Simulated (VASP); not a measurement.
# CoSi2 (I4/mmm) in VASP: a series of runs

Runs on CoSi2. Level: PBEsol. Tasks: single point.

All numbers are computed with VASP 6.6.1; they aren't measurements. Logs are shortened: lines on timing, memory, paths and dates and some standing lists are left out, and cuts for length are marked.

**1. The cell of the first run**

The structure is tetragonal, space group I4/mmm (No. 139). Conventional cell: a = 3.535 Å, b = 3.535 Å, c = 5.999 Å, α = 90.00°, β = 90.00°, γ = 90.00°. Within 3.1 Å of Co (site symmetry 4/mmm) lie 8 Si at 2.32 Å. Si (site symmetry -4m2) has 4 Co at 2.32 Å and 6 Si at 2.50 to 3.00 Å within 3.1 Å.

**2. Single point, PBEsol**

The input, INCAR:

```
SYSTEM = CoSi2
ALGO = Normal ; EDIFF = 1E-7
ENCUT = 520 ; GGA = PS
ISIF = 2 ; ISMEAR = 0
LASPH = .TRUE. ; LCHARG = .TRUE.
LELF = .TRUE. ; LREAL = .FALSE.
LVHAR = .TRUE. ; LWAVE = .FALSE.
NBANDS = 16 ; NELM = 60
PREC = Accurate ; SIGMA = 0.15
```

The input, KPOINTS:

```
k-points
0
G
  18 18 18
  0 0 0
```

The input, POSCAR:

```
CoSi2
1.0
    0.0000000000      2.4996306895      2.9995568274
    2.4996306895      0.0000000000      2.9995568274
    2.4996306895      2.4996306895      0.0000000000
Co Si
1 2
Direct
    0.0000000000      0.0000000000      0.0000000000
    0.2500000000      0.2500000000      0.2500000000
    0.7500000000      0.7500000000      0.7500000000
```

Potentials or basis: VASP PAW PBE potentials, release 64 (Co, Si).

Command:

```console
cat potpaw_PBE.64/Co/POTCAR potpaw_PBE.64/Si/POTCAR > POTCAR
mpirun -np 1 vasp_std > vasp.out
```

OUTCAR:

```text
SYSTEM = CoSi2
   EDIFF = 1E-7
   ENCUT = 520
   GGA = PS
   ISIF = 2
   ISMEAR = 0
   LASPH = .TRUE.
   LREAL = .FALSE.
   NELM = 60
   PREC = Accurate

 ion  position               nearest neighbor table
   1  0.000  0.000  0.000-   3 2.32   2 2.32   3 2.32   2 2.32   3 2.32   3 2.32   2 2.32   2 2.32

   2  0.250  0.250  0.250-   1 2.32   1 2.32   1 2.32   1 2.32   3 2.50   3 2.50   3 2.50   3 2.50
                             3 3.00   3 3.00
   3  0.750  0.750  0.750-   1 2.32   1 2.32   1 2.32   1 2.32   2 2.50   2 2.50   2 2.50   2 2.50
                             2 3.00   2 3.00

  LATTYP: Found a body centered tetragonal cell.
 ALAT       =     3.5350116220
 C/A-ratio  =     1.6970562748

  Lattice vectors:

 A1 = (  -2.4996306895,   0.0000000000,   2.9995568274)
 A2 = (   2.4996306895,   0.0000000000,   2.9995568274)
 A3 = (   0.0000000000,   2.4996306895,  -2.9995568274)

Analysis of symmetry for initial positions (statically):
=====================================================================
 Subroutine PRICEL returns:
 Original cell was already a primitive cell.

 Routine SETGRP: Setting up the symmetry group for a
 body centered tetragonal supercell.

 Subroutine GETGRP returns: Found 16 space group operations
 (whereof 16 operations were pure point group operations)
 out of a pool of 16 trial point group operations.

The static configuration has the point symmetry D_4h.

Analysis of symmetry for dynamics (positions and initial velocities):
=====================================================================
 Subroutine PRICEL returns:
 Original cell was already a primitive cell.

 Routine SETGRP: Setting up the symmetry group for a
 body centered tetragonal supercell.

 Subroutine GETGRP returns: Found 16 space group operations
 (whereof 16 operations were pure point group operations)
 out of a pool of 16 trial point group operations.

The dynamic configuration has the point symmetry D_4h.

 Subroutine INISYM returns: Found 16 space group operations
 (whereof 16 operations are pure point group operations),
 and found     1 'primitive' translations

----------------------------------------------------------------------------------------

                                     Primitive cell

  volume of cell :      37.4834

  direct lattice vectors                    reciprocal lattice vectors
     0.000000000  2.499630690  2.999556827    -0.200029549  0.200029549  0.166691291
     2.499630690  0.000000000  2.999556827     0.200029549 -0.200029549  0.166691291
     2.499630690  2.499630690  0.000000000     0.200029549  0.200029549 -0.166691291

  length of vectors
     3.904547957  3.904547957  3.535011622     0.328343764  0.328343764  0.328343764

  position of ions in fractional coordinates (direct lattice)
     0.000000000  0.000000000  0.000000000
     0.250000000  0.250000000  0.250000000
     0.750000000  0.750000000  0.750000000

  ion indices of the primitive-cell ions
   primitive index   ion index
                 1           1
                 2           2
                 3           3

----------------------------------------------------------------------------------------

 KPOINTS: k-points

Automatic generation of k-mesh.
 Grid dimensions read from file:
 generate k-points for:   18   18   18

 Generating k-lattice:

  Cartesian coordinates                     Fractional coordinates (reciprocal lattice)
    -0.011112753  0.011112753  0.009260627     0.055555556  0.000000000  0.000000000
     0.011112753 -0.011112753  0.009260627     0.000000000  0.055555556  0.000000000
     0.011112753  0.011112753 -0.009260627    -0.000000000 -0.000000000  0.055555556

  Length of vectors
     0.018241320  0.018241320  0.018241320

  Shift w.r.t. Gamma in fractional coordinates (k-lattice)
     0.000000000  0.000000000  0.000000000

 Subroutine IBZKPT returns following result:
 ===========================================

 Found    480 irreducible k-points:

 Following reciprocal coordinates:
            Coordinates               Weight
  0.000000  0.000000  0.000000      1.000000
  0.055556  0.000000  0.000000      8.000000
  0.111111  0.000000  0.000000      8.000000
  0.166667  0.000000  0.000000      8.000000
  0.222222  0.000000  0.000000      8.000000
  0.277778  0.000000  0.000000      8.000000
[... 16 lines left out ...]
 -0.277778  0.055556  0.000000      8.000000
 -0.222222  0.055556  0.000000      8.000000
 [... further k-points ...]
   k-points           NKPTS =    480   k-points in BZ     NKDIM =    480   number of bands    NBANDS=     16
   number of dos      NEDOS =    301   number of ions     NIONS =      3
   total plane-waves  NPLWV =  25200
   dimension x,y,z NGX =    30 NGY =   30 NGZ =   28
   dimension x,y,z NGXF=    60 NGYF=   60 NGZF=   56
   ions per type =               1   2
   NGX,Y,Z   is equivalent  to a cutoff of  12.77, 12.77, 13.17 a.u.
   NGXF,Y,Z  is equivalent  to a cutoff of  25.55, 25.55, 26.34 a.u.
 SYSTEM =  CoSi2
   PREC   = accura    normal or accurate (medium, high low for compatibility)
   ISTART =      0    job   : 0-new  1-cont  2-samecut
   ICHARG =      2    charge: 1-file 2-atom 10-const
   ISPIN  =      1    spin polarized calculation?
   LNONCOLLINEAR =      F non collinear calculations
   LSORBIT =      F    spin-orbit coupling
   LASPH  =      T    aspherical Exc in radial PAW
   ENCUT  =  520.0 eV  38.22 Ry    6.18 a.u.   7.26  7.26  6.57*2*pi/ulx,y,z
   NELM   =     60;   NELMIN=  2; NELMDL= -5     # of ELM steps
   EDIFF  = 0.1E-06   stopping-criterion for ELM
   LREAL  =      F    real-space projection
   EDIFFG = 0.1E-05   stopping-criterion for IOM
   NSW    =      0    number of steps for IOM
   IBRION =     -1    ionic relax: 0-MD 1-quasi-New 2-CG
   NFREE  =      0    steps in history (QN), initial steepest desc. (CG)
   ISIF   =      2    stress and relaxation
   ISYM   =      2    0-nonsym 1-usesym 2-fastsym
   POTIM  = 0.5000    time-step for ionic-motion
   TEBEG  =    0.0;   TEEND  =   0.0 temperature during run
   PSTRESS=    0.0 pullay stress
   NELECT =      17.0000    total number of electrons
   NUPDOWN=      -1.0000    fix difference up-down
   EMIN   =  10.00;   EMAX   =-10.00  energy-range for DOS
   EFERMI =   0.00;   METHOD = LEGACY
   ISMEAR =     0;   SIGMA  =   0.15  broadening in eV -4-tet -1-fermi 0-gaus
   EFERMI_NEDOS =   21; number of points for ismear=-14 and -15
   IALGO  =     38    algorithm
   IMIX   =      4    mixing-type and parameters
     AMIX     =   0.40;   BMIX     =  1.00
     AMIX_MAG =   1.60;   BMIX_MAG =  1.00
  volume/ion in A,a.u.               =      12.49        84.32
  Fermi-wavevector in a.u.,A,eV,Ry     =   1.257800  2.376897 21.525240  1.582060
  Thomas-Fermi vector in A             =   2.391441
   LORBIT       =      0    0 simple, 1 ext, 2 COOP (PROOUT), +10 PAW based schemes
   GGA     = PS    functional components
   LHFCALC =     F    Hartree Fock is set to
   AEXX    =    0.0000 exact exchange contribution
   IVDW    =     0    specifies the selected vdW correction
   LEPSILON=     F    determine dielectric tensor
   LRPA    =     F    only Hartree local field effects (RPA)
 non-spin polarized calculation
 Gauss-broadening in eV      SIGMA  =   0.15
  energy-cutoff  :      520.00
  volume of cell :       37.48
 maximum number of plane-waves:      1040
 NGX is ok and might be reduce to    30

 number of electron      17.0000001 magnetization

 Free energy of the ion-electron system (eV)
  ---------------------------------------------------
  ext. energy  EPLUGINS =         0.00000000
  ---------------------------------------------------
  free energy    TOTEN  =       -20.75084928 eV

  energy without entropy =      -20.73868366  energy(sigma->0) =      -20.74476647

 E-fermi :  10.3769     XC(G=0): -11.9727

 val. band max:       10.3744727176   @ k =  -0.4444   0.0000   0.0556
 cond. band min:      10.3817327090   @ k =   0.3333   0.0556   0.2222
 fundamental gap:      0.0072599914
 Fermi energy:        10.3768508202

 k-point     1 :       0.0000    0.0000    0.0000
  band No.  band energies     occupation
      1      -3.1417      2.00000
      2       6.0057      2.00000
      3       6.0057      2.00000
      4       6.7714      2.00000
      5       7.9087      2.00000
      6       8.8057      2.00000
[... 8 lines left out ...]
     15      16.8337      0.00000
     16      18.3615      0.00000

 k-point     2 :       0.0556    0.0000    0.0000
  band No.  band energies     occupation
      1      -3.0937      2.00000
      2       5.9036      2.00000
      3       6.0293      2.00000
      4       6.7598      2.00000
      5       7.8935      2.00000
      6       8.7891      2.00000
[... 8 lines left out ...]
     15      16.9199      0.00000
     16      17.6817      0.00000

 k-point     3 :       0.1111    0.0000    0.0000
  band No.  band energies     occupation
      1      -2.9502      2.00000
      2       5.5932      2.00000
      3       6.0986      2.00000
      4       6.7455      2.00000
      5       7.8580      2.00000
      6       8.7434      2.00000
[... 8 lines left out ...]
     15      16.8728      0.00000
     16      17.0776      0.00000

 k-point     4 :       0.1667    0.0000    0.0000
  band No.  band energies     occupation
      1      -2.7123      2.00000
      2       5.0955      2.00000
      3       6.2093      2.00000
      4       6.7404      2.00000
      5       7.8271      2.00000
      6       8.6795      2.00000
[... 8 lines left out ...]
     15      16.9289      0.00000
     16      17.4177      0.00000
[... 324 lines left out ...]
 k-point    22 :      -0.3333    0.0556    0.0000
  band No.  band energies     occupation
      1      -1.1314      2.00000
      2       2.4453      2.00000
      3       6.4634      2.00000
      4       6.8032      2.00000
      5       8.0985      2.00000
      6       8.4183      2.00000
[... 8 lines left out ...]
     15      19.2374      0.00000
     16      20.5918      0.00000

 k-point    23 :      -0.2778    0.0556    0.0000
  band No.  band energies     occupation
      1      -1.6780      2.00000
      2       3.2103      2.00000
      3       6.5695      2.00000
      4       6.6482      2.00000
      5       8.1011      2.00000
      6       8.4237      2.00000
[... 8 lines left out ...]
     15      18.6010      0.00000
     16      19.5241      0.00000

 k-point    24 :      -0.2222    0.0556    0.0000
  band No.  band energies     occupation
      1      -2.1426      2.00000
      2       3.9393      2.00000
      3       6.4765      2.00000
      4       6.6609      2.00000
      5       8.0382      2.00000
      6       8.4780      2.00000
[... 8 lines left out ...]
     15      17.9483      0.00000
     16      18.3887      0.00000

 [... further k-points ...]

------------------------ aborting loop because EDIFF is reached ----------------------------------------

  FORCE on cell =-STRESS in cart. coord.  units (eV):
  Direction    XX          YY          ZZ          XY          YZ          ZX
  --------------------------------------------------------------------------------------
  -------------------------------------------------------------------------------------
  Total        1.7325527      1.7325527     -2.1440035      0.0000000      0.0000000      0.0000000
  in kB       74.0556589     74.0556589    -91.6425746      0.0000000      0.0000000      0.0000000
  external PRESSURE =      18.8229144 kB  Pullay stress =       0.0000000 kB

 VOLUME and BASIS-vectors are now :
 -----------------------------------------------------------------------------
  energy-cutoff  :      520.00
  volume of cell :       37.48
      direct lattice vectors                 reciprocal lattice vectors
     0.000000000  2.499630690  2.999556827    -0.200029549  0.200029549  0.166691291
     2.499630690  0.000000000  2.999556827     0.200029549 -0.200029549  0.166691291
     2.499630690  2.499630690  0.000000000     0.200029549  0.200029549 -0.166691291

 POSITION                                       TOTAL-FORCE (eV/Angst)
 -----------------------------------------------------------------------------------
      0.00000      0.00000      0.00000        -0.000000     -0.000000      0.000000
      1.24982      1.24982      1.49978        -0.000000     -0.000000     -0.000000
      3.74945      3.74945      4.49934         0.000000      0.000000      0.000000
 -----------------------------------------------------------------------------------
    total drift:                                0.000000     -0.000000     -0.000000

  FREE ENERGIE OF THE ION-ELECTRON SYSTEM (eV)
  ---------------------------------------------------
  free  energy   TOTEN  =       -20.7508492798 eV

  energy  without entropy=      -20.7386836629  energy(sigma->0) =      -20.74476647
```

Run time: 4.9 min. Hardware: 1 thread of Intel Xeon Platinum 8488C (Sapphire Rapids), shared host; peak memory 0.39 GiB.

Results:

```yaml
Free_energy: -20.7508 eV
Pressure: 1.9 GPa
Band_gap_on_the_k_mesh: zero (an odd number of electrons rules out a gap without spin polarisation)
```

Caveat: the stress differs along the axes, from -9 to 7 GPa; the PAW data sets were made with another functional, which shifts forces and pressure a little; an odd number of electrons without spin polarisation forces a metal; a magnetic or distorted state may lie lower.

**3. Single point, PBEsol**

This run uses another cell than the first one, of the same volume but with other edges.

The input, INCAR:

```
SYSTEM = CoSi2
PREC = Accurate
ENCUT = 520
EDIFF = 1E-6
ISMEAR = 0
SIGMA = 0.15
LREAL = .False.
LASPH = .True.
NELM = 80
ALGO = Normal
ISIF = 2
LWAVE = .False.
LCHARG = .False.
GGA = PS
NBANDS = 16
```

The input, KPOINTS:

```
Automatic mesh
0
Gamma
  18 18 18
  0 0 0
```

The input, POSCAR:

```
CoSi2
1.0
    0.0000000000      2.8856128453      2.2507780194
    2.8856128453      0.0000000000      2.2507780194
    2.8856128453      2.8856128453      0.0000000000
Co Si
1 2
Direct
    0.0000000000      0.0000000000      0.0000000000
    0.2500000000      0.2500000000      0.2500000000
    0.7500000000      0.7500000000      0.7500000000
```

Potentials or basis: VASP PAW PBE potentials, release 64 (Co, Si).

Command:

```console
cat potpaw_PBE.64/Co/POTCAR potpaw_PBE.64/Si/POTCAR > POTCAR
mpirun -np 1 vasp_std > vasp.out
```

Run time: 3.6 min. Hardware: 1 thread of Intel Xeon Platinum 8488C (Sapphire Rapids), shared host; peak memory 0.39 GiB.

It converged, with:

| Item | Value |
| --- | --- |
| Free energy | -20.1834 eV |
| Pressure | 6.9 GPa |
| Band gap on the k mesh | zero (an odd number of electrons rules out a gap without spin polarisation) |

Stress tensor (GPa, compression positive):
```
-10.28   0.00   0.00
  0.00 -10.28   0.00
  0.00   0.00  41.37
```

Levels at points of the mesh, in eV from the Fermi level:
| k point | band 6 | band 7 | band 8 | band 9 | band 10 | band 11 | band 12 | band 13 |
| --- | --- | --- | --- | --- | --- | --- | --- | --- |
| (0.00, 0.00, 0.00) | -1.44 | 1.44 | 1.64 | 2.23 | 2.23 | 3.75 | 3.75 | 4.77 |
| (0.50, 0.00, 0.00) | -1.42 | -1.31 | -1.28 | -0.59 | 2.25 | 3.03 | 4.58 | 6.42 |
| (0.50, 0.50, 0.00) | -1.70 | -1.70 | -1.44 | -1.38 | 0.56 | 2.02 | 9.55 | 9.68 |
| (0.50, 0.00, 0.50) | -2.20 | -1.50 | -1.37 | -1.10 | 2.41 | 3.63 | 6.50 | 7.18 |

Caveat: the stress differs along the axes, from -10 to 41 GPa; the PAW data sets were made with another functional, which shifts forces and pressure a little; an odd number of electrons without spin polarisation forces a metal; a magnetic or distorted state may lie lower.

[end of part 1 of 2]

The gap in the log of VASP goes by the Fermi energy; the results here count the filled bands.